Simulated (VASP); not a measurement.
A run of VASP 6.6.1 is set up as follows.

Contents of INCAR:

```
PREC     = Accurate       # precision mode
ENCUT    = 520            # plane-wave cutoff, eV
EDIFF    = 1E-6           # SCF threshold, eV
ISMEAR   = 1              # smearing method
SIGMA    = 0.1            # smearing width, eV
LREAL    = False          # projectors in reciprocal space
LASPH    = True           # aspherical terms in the spheres
NELM     = 60             # most SCF steps
ALGO     = Normal         # electronic algorithm
ISIF     = 2              # what is computed and relaxed
LWAVE    = False          # write WAVECAR
LCHARG   = True           # write CHGCAR
GGA      = PE             # functional
LELF     = True           # ELF
LVHAR    = True         
NBANDS   = 13             # bands
```

Contents of KPOINTS:

```
regular mesh
0
Gamma
  17 17 17
```

File POSCAR:

```
W
1.0
   -1.5921028058      1.5921028058      1.5921028058
    1.5921028058     -1.5921028058      1.5921028058
    1.5921028058      1.5921028058     -1.5921028058
W
1
Direct
    0.0000000000      0.0000000000      0.0000000000
```

Potentials or basis: VASP PAW PBE potentials, release 64 (W_sv).

Run with:

```sh
$ cat potpaw_PBE.64/W_sv/POTCAR > POTCAR
$ mpirun -np 1 vasp_std > vasp.out
```

(1) Estimate the band gap on the k mesh.

(2) What does it give for the pressure?

## Answers

(1) zero (band 7 reaches 15.81 eV, above the bottom of band 8 at 9.98 eV).

(2) 0.5 GPa.

Caveat: spin-orbit coupling is left out, which moves the levels of the heavy elements.
